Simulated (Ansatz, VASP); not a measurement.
## Two plane-wave programs on In

File INCAR:

```
SYSTEM = In
PREC = Accurate
ENCUT = 520
EDIFF = 1E-6
ISMEAR = -1
SIGMA = 0.1
LREAL = .FALSE.
LASPH = .TRUE.
NELM = 80
ALGO = Normal
ISIF = 2
LWAVE = .FALSE.
LCHARG = .FALSE.
GGA = B5
ALDAX = 1.0
AGGAX = 1.0
AGGAC = 1.0
ALDAC = 0.0
NBANDS = 12
```

File KPOINTS:

```
Automatic mesh
0
G
  12 12 12
  0 0 0
```

POSCAR

```
In
1.0
    0.0000000000      2.3913595285      2.3913595285
    2.3913595285      0.0000000000      2.3913595285
    2.3913595285      2.3913595285      0.0000000000
In
1
Direct
    0.0000000000      0.0000000000      0.0000000000
```

Input for Ansatz:

```yaml
crystal:
  lattice:
    - [0.0, 2.3913595285, 2.3913595285]
    - [2.3913595285, 0.0, 2.3913595285]
    - [2.3913595285, 2.3913595285, 0.0]
  atoms:
    - { symbol: In, position: [0.0, 0.0, 0.0] }
hamiltonian:
  xc: blyp
  pseudopotentials:
    kind: paw
    azcp:
      In: "pseudopotentials/In.paw.azcp"
basis:
  ecutwfc: 420
  fft_grid_basis: typed
kpoints:
  mp_grid: { grid: [12, 12, 12], shift: [0, 0, 0] }
magnetization:
  spin_polarized: false
scf:
  occupations: { method: fermi_dirac, width: 0.1 }
  lower_state_search: "off"
output:
  stress: true
```

Alike in both runs: task single point; functional BLYP; k mesh 12 × 12 × 12; occupations fermi-dirac, width 0.1 eV; no spin polarisation.

|  | VASP | Ansatz |
| --- | --- | --- |
| version | VASP 6.6.1 | Ansatz 0.2.0 |
| potentials or method | VASP PAW PBE potentials, release 64 (In_d), cutoff 520 eV | plane waves (420 eV) with PAW, scalar-relativistic |
| valence electrons in the cell | 13 | 13 |

|  | VASP | Ansatz | Ansatz less VASP |
| --- | --- | --- | --- |
| pressure (GPa) | 4.0 | 4.0 | +0.03 |

VASP's potentials were made for PBE, not for BLYP.
